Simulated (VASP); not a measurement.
# Ir (Fm-3m) in VASP: further runs

The runs below take Ir through relaxation of cell and atoms, single point, with PBE.

Everything below comes from runs of VASP 6.6.1. Logs are shortened: lines on timing, memory, paths and dates and some standing lists are left out, and cuts for length are marked.

## (1) The cell of the first run

It takes space group Fm-3m (No. 225, cubic). The conventional cell has a = 3.876 Å, b = 3.876 Å, c = 3.876 Å, α = 90.00°, β = 90.00°, γ = 90.00°. Within 3.6 Å of Ir (site symmetry m-3m) lie 12 Ir at 2.74 Å.

## (2) Relaxation of cell and atoms, PBE

File INCAR:

```
SYSTEM = Ir
PREC = Accurate
ENCUT = 600
EDIFF = 1E-6
ISMEAR = 0
SIGMA = 0.1
LREAL = .FALSE.
LASPH = .TRUE.
NELM = 80
ALGO = Normal
ISIF = 3
LWAVE = .FALSE.
LCHARG = .FALSE.
GGA = PE
IBRION = 2
NSW = 100
EDIFFG = -0.005
```

File KPOINTS:

```
Automatic mesh
0
G
  18 18 18
  0 0 0
```

File POSCAR:

```
Ir
1.0
    0.0000000000      1.9380596430      1.9380596430
    1.9380596430      0.0000000000      1.9380596430
    1.9380596430      1.9380596430      0.0000000000
Ir
1
Direct
    0.0000000000      0.0000000000      0.0000000000
```

Potentials or basis: VASP PAW PBE potentials, release 64 (Ir).

The run is started by

```sh
cat potpaw_PBE.64/Ir/POTCAR > POTCAR
mpirun -np 1 vasp_std > vasp.out
```

OUTCAR:

```text
SYSTEM = Ir
   PREC = Accurate
   ENCUT = 600
   EDIFF = 1E-6
   ISMEAR = 0
   LREAL = .FALSE.
   LASPH = .TRUE.
   NELM = 80
   ISIF = 3
   GGA = PE
   IBRION = 2
   NSW = 100
   EDIFFG = -0.005

 ion  position               nearest neighbor table
   1  0.000  0.000  0.000-

  LATTYP: Found a face centered cubic cell.
 ALAT       =     3.8761192860

  Lattice vectors:

 A1 = (   0.0000000000,   1.9380596430,   1.9380596430)
 A2 = (   1.9380596430,   0.0000000000,   1.9380596430)
 A3 = (   1.9380596430,   1.9380596430,   0.0000000000)

Analysis of symmetry for initial positions (statically):
=====================================================================
 Subroutine PRICEL returns:
 Original cell was already a primitive cell.

 Routine SETGRP: Setting up the symmetry group for a
 face centered cubic supercell.

 Subroutine GETGRP returns: Found 48 space group operations
[... 9 lines left out ...]

 Routine SETGRP: Setting up the symmetry group for a
 face centered cubic supercell.

 Subroutine GETGRP returns: Found 48 space group operations
[... 11 lines left out ...]
                                     Primitive cell

  volume of cell :      14.5590

  direct lattice vectors                    reciprocal lattice vectors
     0.000000000  1.938059643  1.938059643    -0.257989996  0.257989996  0.257989996
     1.938059643  0.000000000  1.938059643     0.257989996 -0.257989996  0.257989996
     1.938059643  1.938059643  0.000000000     0.257989996  0.257989996 -0.257989996

  length of vectors
     2.740830232  2.740830232  2.740830232     0.446851781  0.446851781  0.446851781

  position of ions in fractional coordinates (direct lattice)
     0.000000000  0.000000000  0.000000000

  ion indices of the primitive-cell ions
   primitive index   ion index
                 1           1

----------------------------------------------------------------------------------------

 KPOINTS: Automatic mesh

Automatic generation of k-mesh.
 Grid dimensions read from file:
 generate k-points for:   18   18   18

 Generating k-lattice:

  Cartesian coordinates                     Fractional coordinates (reciprocal lattice)
    -0.014332778  0.014332778  0.014332778     0.055555556  0.000000000  0.000000000
     0.014332778 -0.014332778  0.014332778     0.000000000  0.055555556  0.000000000
     0.014332778  0.014332778 -0.014332778     0.000000000  0.000000000  0.055555556

  Length of vectors
     0.024825099  0.024825099  0.024825099

  Shift w.r.t. Gamma in fractional coordinates (k-lattice)
     0.000000000  0.000000000  0.000000000

 Subroutine IBZKPT returns following result:
 ===========================================

 Found    195 irreducible k-points:

 Following reciprocal coordinates:
            Coordinates               Weight
  0.000000  0.000000  0.000000      1.000000
  0.055556  0.000000  0.000000      8.000000
  0.111111  0.000000  0.000000      8.000000
  0.166667  0.000000  0.000000      8.000000
  0.222222  0.000000  0.000000      8.000000
  0.277778  0.000000  0.000000      8.000000
[... 16 lines left out ...]
 -0.277778  0.055556  0.000000     24.000000
 -0.222222  0.055556  0.000000     24.000000
 [... further k-points ...]
   k-points           NKPTS =    195   k-points in BZ     NKDIM =    195   number of bands    NBANDS=      8
   number of dos      NEDOS =    301   number of ions     NIONS =      1
   total plane-waves  NPLWV =  13824
   dimension x,y,z NGX =    24 NGY =   24 NGZ =   24
   dimension x,y,z NGXF=    48 NGYF=   48 NGZF=   48
   ions per type =               1
   NGX,Y,Z   is equivalent  to a cutoff of  14.56, 14.56, 14.56 a.u.
   NGXF,Y,Z  is equivalent  to a cutoff of  29.11, 29.11, 29.11 a.u.
 SYSTEM =  Ir
   PREC   = accura    normal or accurate (medium, high low for compatibility)
   ISTART =      0    job   : 0-new  1-cont  2-samecut
   ICHARG =      2    charge: 1-file 2-atom 10-const
   ISPIN  =      1    spin polarized calculation?
   LNONCOLLINEAR =      F non collinear calculations
   LSORBIT =      F    spin-orbit coupling
   LASPH  =      T    aspherical Exc in radial PAW
   ENCUT  =  600.0 eV  44.10 Ry    6.64 a.u.   5.47  5.47  5.47*2*pi/ulx,y,z
   NELM   =     80;   NELMIN=  2; NELMDL= -5     # of ELM steps
   EDIFF  = 0.1E-05   stopping-criterion for ELM
   LREAL  =      F    real-space projection
   EDIFFG = -.5E-02   stopping-criterion for IOM
   NSW    =    100    number of steps for IOM
   IBRION =      2    ionic relax: 0-MD 1-quasi-New 2-CG
   NFREE  =      1    steps in history (QN), initial steepest desc. (CG)
   ISIF   =      3    stress and relaxation
   ISYM   =      2    0-nonsym 1-usesym 2-fastsym
   POTIM  = 0.5000    time-step for ionic-motion
   TEBEG  =    0.0;   TEEND  =   0.0 temperature during run
   PSTRESS=    0.0 pullay stress
   NELECT =       9.0000    total number of electrons
   NUPDOWN=      -1.0000    fix difference up-down
   EMIN   =  10.00;   EMAX   =-10.00  energy-range for DOS
   EFERMI =   0.00;   METHOD = LEGACY
   ISMEAR =     0;   SIGMA  =   0.10  broadening in eV -4-tet -1-fermi 0-gaus
   EFERMI_NEDOS =   21; number of points for ismear=-14 and -15
   IALGO  =     38    algorithm
   IMIX   =      4    mixing-type and parameters
     AMIX     =   0.40;   BMIX     =  1.00
     AMIX_MAG =   1.60;   BMIX_MAG =  1.00
  volume/ion in A,a.u.               =      14.56        98.25
  Fermi-wavevector in a.u.,A,eV,Ry     =   1.394586  2.635385 26.461552  1.944869
  Thomas-Fermi vector in A             =   2.518120
   LORBIT       =      0    0 simple, 1 ext, 2 COOP (PROOUT), +10 PAW based schemes
   GGA     = PE    functional components
   LHFCALC =     F    Hartree Fock is set to
   AEXX    =    0.0000 exact exchange contribution
   IVDW    =     0    specifies the selected vdW correction
   LEPSILON=     F    determine dielectric tensor
   LRPA    =     F    only Hartree local field effects (RPA)
 conjugate gradient relaxation of ions
 non-spin polarized calculation
 Gauss-broadening in eV      SIGMA  =   0.10
  energy-cutoff  :      600.00
  volume of cell :       14.56
 maximum number of plane-waves:       531
 NGX is ok and might be reduce to    24
   NGX = 11   NGY = 11   NGZ = 11

--------------------------------------- Ionic step        1  -------------------------------------------

 number of electron       9.0000000 magnetization

 Free energy of the ion-electron system (eV)
  ---------------------------------------------------
  ext. energy  EPLUGINS =         0.00000000
  ---------------------------------------------------
  free energy    TOTEN  =        -8.85389935 eV

  energy without entropy =       -8.84849187  energy(sigma->0) =       -8.85119561

------------------------ aborting loop because EDIFF is reached ----------------------------------------

  FORCE on cell =-STRESS in cart. coord.  units (eV):
  Direction    XX          YY          ZZ          XY          YZ          ZX
  --------------------------------------------------------------------------------------
  -------------------------------------------------------------------------------------
  Total       -0.0819116     -0.0819116     -0.0819116     -0.0000000      0.0000000      0.0000000
  in kB       -9.0141417     -9.0141417     -9.0141417     -0.0000000      0.0000000      0.0000000
  external PRESSURE =      -9.0141417 kB  Pullay stress =       0.0000000 kB
[... 20 lines left out ...]
  energy  without entropy=       -8.8484918734  energy(sigma->0) =       -8.85119561

--------------------------------------- Ionic step        2  -------------------------------------------

 number of electron       9.0000000 magnetization

 E-fermi :  10.1486     XC(G=0): -13.8881

 val. band max:       10.1453213634   @ k =   0.5000   0.2222   0.1111
 cond. band min:      10.1535272442   @ k =   0.3333   0.1111   0.0556
 fundamental gap:      0.0082058808
 Fermi energy:        10.1486354335

 k-point     1 :       0.0000    0.0000    0.0000
  band No.  band energies     occupation
      1      -0.8228      2.00000
      2       6.3295      2.00000
      3       6.3295      2.00000
      4       6.3295      2.00000
      5       8.9471      2.00000
      6       8.9471      2.00000
      7      24.4742      0.00000
      8      29.9605      0.00000
[... 285 lines left out ...]
  energy  without entropy=       -8.8473703632  energy(sigma->0) =       -8.85001090

--------------------------------------- Ionic step        3  -------------------------------------------

 number of electron       9.0000000 magnetization

 Free energy of the ion-electron system (eV)
  ---------------------------------------------------
  ext. energy  EPLUGINS =         0.00000000
  ---------------------------------------------------
  free energy    TOTEN  =        -8.85401061 eV

  energy without entropy =       -8.84863130  energy(sigma->0) =       -8.85132095

 E-fermi :   9.9893     XC(G=0): -13.8330

 val. band max:        9.9867509345   @ k =   0.5000   0.2222   0.1111
 cond. band min:       9.9936857020   @ k =   0.3333   0.1111   0.0556
 fundamental gap:      0.0069347675
 Fermi energy:         9.9893494761

 k-point     1 :       0.0000    0.0000    0.0000
  band No.  band energies     occupation
      1      -0.8812      2.00000
      2       6.2252      2.00000
      3       6.2252      2.00000
      4       6.2252      2.00000
      5       8.8042      2.00000
      6       8.8042      2.00000
      7      24.3334      0.00000
      8      29.7649      0.00000
[... 281 lines left out ...]
  FREE ENERGIE OF THE ION-ELECTRON SYSTEM (eV)
  ---------------------------------------------------
  free  energy   TOTEN  =        -8.8540106058 eV

  energy  without entropy=       -8.8486313040  energy(sigma->0) =       -8.85132095

 reached required accuracy - stopping structural energy minimisation
```

It took 48 s on 1 thread of AMD EPYC 7R43 (Zen 3), shared host; peak memory 0.14 GiB.

Results:

```
Free energy                            : -8.8540 eV
Relaxed volume                         : 14.52 Å³/atom
Relaxed cell                           : a = 2.738 Å, b = 2.738 Å, c = 2.738 Å, α = 60.00°, β = 60.00°, γ = 60.00°
Space group after relaxing (to 0.05 Å) : Fm-3m (No. 225)
Energy gained by relaxing              : 0.1 meV/atom
Ionic steps                            : 3
Pressure after relaxing                : 0.0 GPa
```

Step by step:
| step | energy change (eV) | largest force (eV/Å) | pressure (GPa) | volume (Å³) |
| --- | --- | --- | --- | --- |
| 1 | 0.0000 | 0.0000 | -0.90 | 14.56 |
| 2 | 0.0012 | 0.0000 | 3.29 | 14.39 |
| 3 | -0.0001 | 0.0000 | 0.03 | 14.52 |

Final structure:
```xyz
1
Lattice="0.0000 1.9364 1.9364 1.9364 0.0000 1.9364 1.9364 1.9364 0.0000" Properties=species:S:1:pos:R:3 pbc="T T T"
Ir    0.0000    0.0000    0.0000
```

Caveat: spin-orbit coupling is left out, which moves the levels of the heavy elements.

(Part 1 of 2 ends here.)
